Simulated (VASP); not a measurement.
# LiHF2 (R-3m) in VASP: further runs

LiHF2 is run at these levels: LDA; tasks: single point.

All numbers are computed with VASP 6.6.1; they aren't measurements. Logs are shortened: lines on timing, memory, paths and dates and some standing lists are left out, and cuts for length are marked.

### Step 1. The cell of the first run

Symmetry: R-3m, No. 166, trigonal system. The conventional cell has a = 2.799 Å, b = 2.799 Å, c = 12.599 Å, α = 90.00°, β = 90.00°, γ = 120.00°. Within 2.5 Å of Li (site symmetry -3m) lie 6 F at 1.90 Å. Within 1.5 Å of H (site symmetry -3m) lie 2 F at 1.10 Å. Within 1.5 Å of F (site symmetry 3m) lie 1 H at 1.10 Å.

### Step 2. Single point, LDA (strain -0.030 along x and y, -0.030 along z)

INCAR reads:

```
SYSTEM = LiHF2
ALGO     = Normal         ! electronic algorithm
EDIFF    = 1E-6           ! SCF threshold, eV
ENCUT    = 520            ! plane-wave cutoff, eV
GGA      = CA             ! functional
ISIF     = 2              ! what is computed and relaxed
ISMEAR   = 0              ! smearing method
LASPH    = .True.         ! aspherical terms in the spheres
LCHARG   = .True.         ! write CHGCAR
LELF     = .True.         ! ELF
LREAL    = .False.        ! projectors in reciprocal space
LVHAR    = .True.       
LWAVE    = .False.        ! write WAVECAR
NBANDS   = 17             ! bands
NELM     = 80             ! most SCF steps
PREC     = Accurate       ! precision mode
SIGMA    = 0.05           ! smearing width, eV
```

KPOINTS reads:

```
k-points
0
Gamma
  9 9 9
  0 0 0
```

POSCAR reads:

```
LiHF2
1.0
    1.3995045156      0.8080043088      4.1997227031
   -1.3995045156      0.8080043088      4.1997227031
    0.0000000000     -1.6160086176      4.1997227031
Li H F
1 1 2
Direct
    0.0000000000      0.0000000000      0.0000000000
    0.5000000000      0.5000000000      0.5000000000
    0.4125119035      0.4125119035      0.4125119035
    0.5874880965      0.5874880965      0.5874880965
```

Potentials or basis: VASP PAW LDA potentials, release 64 (Li_sv, H, F).

The run is started by

```
cat potpaw_LDA.64/Li_sv/POTCAR potpaw_LDA.64/H/POTCAR potpaw_LDA.64/F/POTCAR > POTCAR
mpirun -np 1 vasp_std > vasp.out
```

OUTCAR:

```text
SYSTEM = LiHF2
   EDIFF = 1E-6
   ENCUT = 520
   GGA = CA
   ISIF = 2
   ISMEAR = 0
   LASPH = .True.
   LREAL = .False.
   NELM = 80
   PREC = Accurate

 ion  position               nearest neighbor table
   1  0.000  0.000  0.000-   4 1.90   3 1.90   4 1.90   4 1.90   3 1.90   3 1.90
   2  0.500  0.500  0.500-   3 1.10   4 1.10
   3  0.413  0.413  0.413-   2 1.10   1 1.90   1 1.90   1 1.90
   4  0.587  0.587  0.587-   2 1.10   1 1.90   1 1.90   1 1.90

  LATTYP: Found a trigonal (rhomboedric) cell.
 ALAT       =     4.4999060696
 COS(alpha) =     0.8065486758

  Lattice vectors:

 A1 = (   1.3995045156,   0.8080043088,   4.1997227031)
 A2 = (  -1.3995045156,   0.8080043088,   4.1997227031)
 A3 = (   0.0000000000,  -1.6160086176,   4.1997227031)

Analysis of symmetry for initial positions (statically):
=====================================================================
 Subroutine PRICEL returns:
 Original cell was already a primitive cell.

 Routine SETGRP: Setting up the symmetry group for a
 trigonal (rhombohedral) supercell.

 Subroutine GETGRP returns: Found 12 space group operations
 (whereof 12 operations were pure point group operations)
 out of a pool of 12 trial point group operations.

The static configuration has the point symmetry D_3d.

Analysis of symmetry for dynamics (positions and initial velocities):
=====================================================================
 Subroutine PRICEL returns:
 Original cell was already a primitive cell.

 Routine SETGRP: Setting up the symmetry group for a
 trigonal (rhombohedral) supercell.

 Subroutine GETGRP returns: Found 12 space group operations
 (whereof 12 operations were pure point group operations)
 out of a pool of 12 trial point group operations.

The dynamic configuration has the point symmetry D_3d.

 Subroutine INISYM returns: Found 12 space group operations
 (whereof 12 operations are pure point group operations),
 and found     1 'primitive' translations

----------------------------------------------------------------------------------------

                                     Primitive cell

  volume of cell :      28.4944

  direct lattice vectors                    reciprocal lattice vectors
     1.399504516  0.808004309  4.199722703     0.357269301  0.206269527  0.079370320
    -1.399504516  0.808004309  4.199722703    -0.357269301  0.206269527  0.079370320
     0.000000000 -1.616008618  4.199722703     0.000000000 -0.412539054  0.079370320

  length of vectors
     4.499906070  4.499906070  4.499906070     0.420104890  0.420104890  0.420104890

  position of ions in fractional coordinates (direct lattice)
     0.000000000  0.000000000  0.000000000
     0.500000000  0.500000000  0.500000000
     0.412511903  0.412511903  0.412511903
     0.587488097  0.587488097  0.587488097

  ion indices of the primitive-cell ions
   primitive index   ion index
                 1           1
                 2           2
                 3           3
                 4           4

----------------------------------------------------------------------------------------

 KPOINTS: k-points

Automatic generation of k-mesh.
 Grid dimensions read from file:
 generate k-points for:    9    9    9

 Generating k-lattice:

  Cartesian coordinates                     Fractional coordinates (reciprocal lattice)
     0.039696589  0.022918836  0.008818924     0.111111111  0.000000000  0.000000000
    -0.039696589  0.022918836  0.008818924     0.000000000  0.111111111  0.000000000
     0.000000000 -0.045837673  0.008818924     0.000000000  0.000000000  0.111111111

  Length of vectors
     0.046678321  0.046678321  0.046678321

  Shift w.r.t. Gamma in fractional coordinates (k-lattice)
     0.000000000  0.000000000  0.000000000

 Subroutine IBZKPT returns following result:
 ===========================================

 Found     85 irreducible k-points:

 Following reciprocal coordinates:
            Coordinates               Weight
  0.000000  0.000000  0.000000      1.000000
  0.111111  0.000000 -0.000000      6.000000
  0.222222 -0.000000  0.000000      6.000000
  0.333333  0.000000  0.000000      6.000000
  0.444444 -0.000000  0.000000      6.000000
  0.111111  0.111111 -0.000000      6.000000
[... 16 lines left out ...]
 -0.333333  0.333333  0.000000      6.000000
  0.444444  0.444444  0.000000      6.000000
 [... further k-points ...]
   k-points           NKPTS =     85   k-points in BZ     NKDIM =     85   number of bands    NBANDS=     17
   number of dos      NEDOS =    301   number of ions     NIONS =      4
   total plane-waves  NPLWV =  46656
   dimension x,y,z NGX =    36 NGY =   36 NGZ =   36
   dimension x,y,z NGXF=    72 NGYF=   72 NGZF=   72
   ions per type =               1   1   2
   NGX,Y,Z   is equivalent  to a cutoff of  13.30, 13.30, 13.30 a.u.
   NGXF,Y,Z  is equivalent  to a cutoff of  26.60, 26.60, 26.60 a.u.
 SYSTEM =  LiHF2
[... 31 lines left out ...]
  Fermi-wavevector in a.u.,A,eV,Ry     =   1.404685  2.654470 26.846212  1.973141
  Thomas-Fermi vector in A             =   2.527222
   LORBIT       =      0    0 simple, 1 ext, 2 COOP (PROOUT), +10 PAW based schemes
   GGA     = CA    functional components
   LHFCALC =     F    Hartree Fock is set to
   AEXX    =    0.0000 exact exchange contribution
   IVDW    =     0    specifies the selected vdW correction
   LEPSILON=     F    determine dielectric tensor
   LRPA    =     F    only Hartree local field effects (RPA)
 non-spin polarized calculation
 Gauss-broadening in eV      SIGMA  =   0.05
  energy-cutoff  :      520.00
  volume of cell :       28.49
 maximum number of plane-waves:       780
 NGX is ok and might be reduce to    36
   NGX = 17   NGY = 17   NGZ = 17

 number of electron      18.0000009 magnetization

 Free energy of the ion-electron system (eV)
  ---------------------------------------------------
  ext. energy  EPLUGINS =         0.00000000
  ---------------------------------------------------
  free energy    TOTEN  =       -19.73687068 eV

  energy without entropy =      -19.73687068  energy(sigma->0) =      -19.73687068

 E-fermi :  -1.6846     XC(G=0): -10.6367

 val. band max:       -2.0534818533   @ k =   0.4444   0.4444   0.3333
 cond. band min:       6.7205059461   @ k =   0.0000   0.0000   0.0000
 fundamental gap:      8.7739877994
 Fermi energy:        -1.6845950287

 k-point     1 :       0.0000    0.0000    0.0000
  band No.  band energies     occupation
      1     -41.1347      2.00000
      2     -23.3782      2.00000
      3     -21.5229      2.00000
      4      -8.4462      2.00000
      5      -2.5058      2.00000
      6      -2.5058      2.00000
[... 9 lines left out ...]
     16      22.9407      0.00000
     17      22.9407      0.00000

 k-point     2 :       0.1111    0.0000   -0.0000
  band No.  band energies     occupation
      1     -41.1268      2.00000
      2     -23.3280      2.00000
      3     -21.4943      2.00000
      4      -8.3760      2.00000
      5      -2.9323      2.00000
      6      -2.5757      2.00000
[... 9 lines left out ...]
     16      20.3342      0.00000
     17      22.9938      0.00000

 k-point     3 :       0.2222   -0.0000    0.0000
  band No.  band energies     occupation
      1     -41.1069      2.00000
      2     -23.1958      2.00000
      3     -21.4224      2.00000
      4      -8.1979      2.00000
      5      -3.7925      2.00000
      6      -3.0702      2.00000
[... 9 lines left out ...]
     16      19.0033      0.00000
     17      22.9584      0.00000

 k-point     4 :       0.3333    0.0000    0.0000
  band No.  band energies     occupation
      1     -41.0843      2.00000
      2     -23.0375      2.00000
      3     -21.3411      2.00000
      4      -8.0005      2.00000
      5      -4.6117      2.00000
      6      -3.6148      2.00000
[... 9 lines left out ...]
     16      18.9701      0.00000
     17      22.2556      0.00000
[... 343 lines left out ...]
      1     -41.0631      2.00000
      2     -22.7440      2.00000
      3     -21.4550      2.00000
      4      -7.3567      2.00000
      5      -4.9732      2.00000
      6      -3.9224      2.00000
[... 9 lines left out ...]
     16      18.8764      0.00000
     17      22.3250      0.00000

 k-point    23 :      -0.3333    0.3333    0.0000
  band No.  band energies     occupation
      1     -41.0592      2.00000
      2     -22.7588      2.00000
      3     -21.3778      2.00000
      4      -7.5011      2.00000
      5      -4.6590      2.00000
      6      -4.3303      2.00000
[... 9 lines left out ...]
     16      18.9460      0.00000
     17      23.0200      0.00000

 k-point    24 :       0.4444    0.4444    0.0000
  band No.  band energies     occupation
      1     -41.0695      2.00000
      2     -22.7402      2.00000
      3     -21.5515      2.00000
      4      -7.1884      2.00000
      5      -5.2637      2.00000
      6      -3.9812      2.00000
[... 9 lines left out ...]
     16      18.5555      0.00000
     17      22.6637      0.00000

 [... further k-points ...]
[... 5 lines left out ...]
  --------------------------------------------------------------------------------------
  -------------------------------------------------------------------------------------
  Total        0.8154732      0.8154732      3.3386752      0.0000000      0.0000000     -0.0000000
  in kB       45.8522279     45.8522279    187.7262058      0.0000000      0.0000000     -0.0000000
  external PRESSURE =      93.1435539 kB  Pullay stress =       0.0000000 kB

 VOLUME and BASIS-vectors are now :
 -----------------------------------------------------------------------------
  energy-cutoff  :      520.00
  volume of cell :       28.49
      direct lattice vectors                 reciprocal lattice vectors
     1.399504516  0.808004309  4.199722703     0.357269301  0.206269527  0.079370320
    -1.399504516  0.808004309  4.199722703    -0.357269301  0.206269527  0.079370320
     0.000000000 -1.616008618  4.199722703     0.000000000 -0.412539054  0.079370320

 POSITION                                       TOTAL-FORCE (eV/Angst)
 -----------------------------------------------------------------------------------
      0.00000      0.00000      0.00000        -0.000000     -0.000000      0.000000
      0.00000      0.00000      6.29958         0.000000     -0.000000      0.000000
      0.00000      0.00000      5.19731        -0.000000      0.000000     -0.785343
      0.00000      0.00000      7.40186        -0.000000      0.000000      0.785343
 -----------------------------------------------------------------------------------
    total drift:                               -0.000000      0.000000     -0.000000

  FREE ENERGIE OF THE ION-ELECTRON SYSTEM (eV)
  ---------------------------------------------------
  free  energy   TOTEN  =       -19.7368706762 eV

  energy  without entropy=      -19.7368706762  energy(sigma->0) =      -19.73687068
```

It took 2 min on 1 thread of Intel Xeon 8259CL, shared host; peak memory 0.18 GiB.

Results:

```yaml
Free_energy: -19.7369 eV
Largest_force: 0.785 eV/Å
Band_gap_on_the_k_mesh: 8.77 eV (least direct gap 9.03 eV)
```

Forces on the atoms (eV/Å):
```
Li   0.000  0.000  0.000
H    0.000  0.000  0.000
F    0.000  0.000 -0.785
F    0.000  0.000  0.785
```

Levels at points of the mesh, in eV from the valence-band top:
| k point | band 5 | band 6 | band 7 | band 8 | band 9 | band 10 | band 11 | band 12 | band 13 | band 14 |
| --- | --- | --- | --- | --- | --- | --- | --- | --- | --- | --- |
| (0.00, 0.00, 0.00) | -0.45 | -0.45 | -0.26 | -0.25 | -0.25 | 8.77 | 13.46 | 18.38 | 19.64 | 21.07 |

Caveat: the cell differs from its parent crystal (strain -0.030 along x and y, -0.030 along z); the cutoff is under 1.25 times the usual one of these potentials, so pressure, stress and relaxed cells hold a basis-set (Pulay) error.

### Step 3. Single point, LDA (strain -0.030 along x and y, -0.015 along z)

INCAR reads:

```
SYSTEM = LiHF2
PREC = Accurate
ENCUT = 520
EDIFF = 1E-6
ISMEAR = 0
SIGMA = 0.05
LREAL = .False.
LASPH = .True.
NELM = 60
ALGO = Normal
ISIF = 2
LWAVE = .False.
LCHARG = .False.
NBANDS = 17
```

KPOINTS reads:

```
regular mesh
0
Gamma
  9 9 9
  0 0 0
```

POSCAR reads:

```
LiHF2
1.0
    1.3995045156      0.8080043088      4.2646668686
   -1.3995045156      0.8080043088      4.2646668686
    0.0000000000     -1.6160086176      4.2646668686
Li H F
1 1 2
Direct
    0.0000000000      0.0000000000      0.0000000000
    0.5000000000      0.5000000000      0.5000000000
    0.4125119035      0.4125119035      0.4125119035
    0.5874880965      0.5874880965      0.5874880965
```

Potentials or basis: VASP PAW LDA potentials, release 64 (Li_sv, H, F).

The run is started by

```
cat potpaw_LDA.64/Li_sv/POTCAR potpaw_LDA.64/H/POTCAR potpaw_LDA.64/F/POTCAR > POTCAR
mpirun -np 1 vasp_std > vasp.out
```

Wall time 1.9 min (1 thread of Intel Xeon 8259CL, shared host); peak memory 0.18 GiB.

The run converged. Its results:

- Free energy: -19.7782 eV
- Largest force: 0.332 eV/Å
- Band gap on the k mesh: 8.63 eV (least direct gap 8.86 eV)

Forces in eV/Å, atoms in the order of the input:
```
Li   0.000  0.000  0.000
H    0.000  0.000  0.000
F    0.000  0.000 -0.332
F    0.000  0.000  0.332
```

Levels at points of the mesh, in eV from the valence-band top:
```csv
k point,band 7,band 8,band 9,band 10,band 11,band 12
"(0.00, 0.00, 0.00)",-0.35,-0.23,-0.23,8.63,13.36,17.96
```

Caveat: the cell differs from its parent crystal (strain -0.030 along x and y, -0.015 along z); the cutoff is under 1.25 times the usual one of these potentials, so pressure, stress and relaxed cells hold a basis-set (Pulay) error.

### Step 4. Single point, LDA (strain -0.030 along x and y, +0.000 along z)

INCAR reads:

```
PREC = Accurate ; ENCUT = 520
EDIFF = 1E-6 ; ISMEAR = 0
SIGMA = 0.05 ; LREAL = False
LASPH = True ; NELM = 100
ALGO = Normal ; ISIF = 2
LWAVE = False ; LCHARG = False
NBANDS = 17
```

KPOINTS reads:

```
Automatic mesh
0
Gamma
  9 9 9
```

POSCAR reads:

```
LiHF2
1.0
    1.3995045156      0.8080043088      4.3296110341
   -1.3995045156      0.8080043088      4.3296110341
    0.0000000000     -1.6160086176      4.3296110341
Li H F
1 1 2
Direct
    0.0000000000      0.0000000000      0.0000000000
    0.5000000000      0.5000000000      0.5000000000
    0.4125119035      0.4125119035      0.4125119035
    0.5874880965      0.5874880965      0.5874880965
```

The run is started by

```
cat potpaw_LDA.64/Li_sv/POTCAR potpaw_LDA.64/H/POTCAR potpaw_LDA.64/F/POTCAR > POTCAR
mpirun -np 1 vasp_std > vasp.out
```

Run time: 2.3 min. Hardware: 1 thread of Intel Xeon 8259CL, shared host; peak memory 0.18 GiB.

Results (log left out):

- Free energy: -19.7970 eV
- Largest force: 0.065 eV/Å
- Band gap on the k mesh: 8.46 eV (least direct gap 8.68 eV)

Forces in eV/Å, atoms in the order of the input:
```
Li   0.000  0.000  0.000
H    0.000  0.000  0.000
F    0.000  0.000  0.065
F    0.000  0.000 -0.065
```

Levels at points of the mesh, in eV from the valence-band top:
| k point | band 5 | band 6 | band 7 | band 8 | band 9 | band 10 | band 11 | band 12 | band 13 | band 14 |
| --- | --- | --- | --- | --- | --- | --- | --- | --- | --- | --- |
| (0.00, 0.00, 0.00) | -0.43 | -0.37 | -0.37 | -0.21 | -0.21 | 8.46 | 13.27 | 17.52 | 18.79 | 21.05 |

Caveat: the cell differs from its parent crystal (strain -0.030 along x and y, +0.000 along z); the cutoff is under 1.25 times the usual one of these potentials, so pressure, stress and relaxed cells hold a basis-set (Pulay) error. A k mesh can miss the band edges.

### Step 5. Single point, LDA (strain -0.015 along x and y, -0.030 along z)

INCAR reads:

```
PREC = Accurate
ENCUT = 520
EDIFF = 1E-6
ISMEAR = 0
SIGMA = 0.05
LREAL = False
LASPH = True
NELM = 100
ALGO = Normal
ISIF = 2
LWAVE = False
LCHARG = False
NBANDS = 17
```

KPOINTS is that of step 4.

POSCAR reads:

```
LiHF2
1.0
    1.4211463380      0.8204992208      4.1997227031
   -1.4211463380      0.8204992208      4.1997227031
    0.0000000000     -1.6409984416      4.1997227031
Li H F
1 1 2
Direct
    0.0000000000      0.0000000000      0.0000000000
    0.5000000000      0.5000000000      0.5000000000
    0.4125119035      0.4125119035      0.4125119035
    0.5874880965      0.5874880965      0.5874880965
```

The run is started by

```
cat potpaw_LDA.64/Li_sv/POTCAR potpaw_LDA.64/H/POTCAR potpaw_LDA.64/F/POTCAR > POTCAR
mpirun -np 1 vasp_std > vasp.out
```

Run time: 2 min. Hardware: 1 thread of Intel Xeon 8259CL, shared host; peak memory 0.18 GiB.

The run converged. Its results:

```yaml
Free_energy: -19.7590 eV
Largest_force: 0.885 eV/Å
Band_gap_on_the_k_mesh: 8.62 eV (least direct gap 8.83 eV)
```

Forces on the atoms (eV/Å):
```
Li   0.000  0.000  0.000
H    0.000  0.000  0.000
F    0.000  0.000 -0.885
F    0.000  0.000  0.885
```

Levels at points of the mesh, in eV from the valence-band top:
```
           k point  band 7  band 8  band 9  band 10  band 11  band 12
(0.00, 0.00, 0.00)   -0.26   -0.26   -0.21     8.62    13.30    18.20
```

Caveat: the cell differs from its parent crystal (strain -0.015 along x and y, -0.030 along z); the cutoff is under 1.25 times the usual one of these potentials, so pressure, stress and relaxed cells hold a basis-set (Pulay) error. A k mesh can miss the band edges.

### Step 6. Single point, LDA (strain -0.030 along x and y, +0.015 along z)

INCAR reads:

```
PREC = Accurate
ENCUT = 520
EDIFF = 1E-7
ISMEAR = 0
SIGMA = 0.05
LREAL = F
LASPH = T
NELM = 100
ALGO = Normal
ISIF = 2
LWAVE = F
LCHARG = F
NBANDS = 17
```

KPOINTS is that of step 5.

POSCAR reads:

```
LiHF2
1.0
    1.3995045156      0.8080043088      4.3945551996
   -1.3995045156      0.8080043088      4.3945551996
    0.0000000000     -1.6160086176      4.3945551996
Li H F
1 1 2
Direct
    0.0000000000      0.0000000000      0.0000000000
    0.5000000000      0.5000000000      0.5000000000
    0.4125119035      0.4125119035      0.4125119035
    0.5874880965      0.5874880965      0.5874880965
```

Potentials or basis: VASP PAW LDA potentials, release 64 (Li_sv, H, F).

The run is started by

```
cat potpaw_LDA.64/Li_sv/POTCAR potpaw_LDA.64/H/POTCAR potpaw_LDA.64/F/POTCAR > POTCAR
mpirun -np 1 vasp_std > vasp.out
```

Run time: 2.4 min. Hardware: 1 thread of Intel Xeon 8259CL, shared host; peak memory 0.18 GiB.

The run converged. Its results:

```yaml
Free_energy: -19.7956 eV
Largest_force: 0.410 eV/Å
Band_gap_on_the_k_mesh: 8.29 eV (least direct gap 8.49 eV)
```

Forces on the atoms (eV/Å):
```
Li   0.000  0.000  0.000
H    0.000  0.000  0.000
F    0.000  0.000  0.410
F    0.000  0.000 -0.410
```

Levels at points of the mesh, in eV from the valence-band top:
```csv
k point,band 6,band 7,band 8,band 9,band 10,band 11,band 12,band 13
"(0.00, 0.00, 0.00)",-0.34,-0.34,-0.20,-0.20,8.29,13.17,17.08,18.46
```

Caveat: the cell differs from its parent crystal (strain -0.030 along x and y, +0.015 along z); the cutoff is under 1.25 times the usual one of these potentials, so pressure, stress and relaxed cells hold a basis-set (Pulay) error.

### Step 7. The runs side by side

```csv
cell,gap on the mesh (eV),largest force (eV/Å)
"a = 4.500 Å, angles 36.2°, 4 atoms",8.77,0.79
"a = 4.561 Å, angles 35.7°, 4 atoms",8.63,0.33
"a = 4.621 Å, angles 35.3°, 4 atoms",8.46,0.06
"a = 4.509 Å, angles 36.7°, 4 atoms",8.62,0.89
"a = 4.682 Å, angles 34.8°, 4 atoms",8.29,0.41
```

Alike in all rows: task single point; level LDA; potentials or basis VASP PAW LDA potentials, release 64 (Li_sv, H, F); no spin polarisation; k mesh 9 × 9 × 9; cutoff (eV) 520; smearing gaussian 0.05 eV.

Caveats: the cutoff is under 1.25 times the usual one of these potentials, so pressure, stress and relaxed cells hold a basis-set (Pulay) error.

Absolute energies hang on the potentials; compare differences alone.
